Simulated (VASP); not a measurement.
## P: single point with PBEsol

Slab: P, a slab with vacuum.

```xyz
4
Lattice="3.2837 0.0000 0.0000 0.0000 34.8570 0.0000 0.0000 0.0000 4.7942" Properties=species:S:1:pos:R:3 pbc="T T T"
P     0.0000   33.8204    2.8389
P     0.0000    1.0366    1.9553
P     1.6419    1.0366    0.4418
P     1.6419   33.8204    4.3524
```

This cell differs from its parent crystal: strain +0.0350 x Voigt [0, 0, 1, 0, 0, 0].

* Program: VASP 6.6.1
* Task: single point
* Functional: PBEsol
* Potentials or basis: VASP PAW PBE potentials, release 64 (P)
* Cutoff: 520 eV
* k mesh: 8 × 1 × 6
* Occupations: gaussian, width 0.05 eV
* Spin: no spin polarisation

The largest force is 0.262 eV/Å and the band gap on the k mesh is 1.10 eV, direct.

Forces in eV/Å, atoms in the order of the input:
```
P    0.000  0.049  0.257
P    0.000 -0.049 -0.257
P    0.000 -0.049  0.257
P    0.000  0.049 -0.257
```

Levels at points of the mesh, in eV from the valence-band top:
```tsv
k point	band 6	band 7	band 8	band 9	band 10	band 11	band 12	band 13	band 14	band 15
(0.00, 0.00, 0.00)	-4.42	-3.01	-1.49	-1.45	0.00	1.10	1.83	2.81	3.22	4.55
(0.50, 0.00, 0.00)	-5.02	-2.66	-2.66	-1.83	-1.83	1.14	1.14	2.26	2.26	3.96
(0.00, 0.00, 0.50)	-2.76	-2.27	-2.27	-1.47	-1.47	2.24	2.24	3.74	3.74	3.85
(0.50, 0.00, 0.50)	-4.83	-4.37	-4.37	-0.91	-0.91	2.42	2.42	3.42	3.42	4.96
```

Wall time 2.8 min on 1 thread of Intel(R) Xeon(R) Platinum 8488C (Sapphire Rapids) (shared host), peak memory 0.55 GiB.

Caveat: the cell differs from its parent crystal (strain +0.0350 x Voigt [0, 0, 1, 0, 0, 0]); the PAW data sets were made with another functional, which shifts forces and pressure a little.
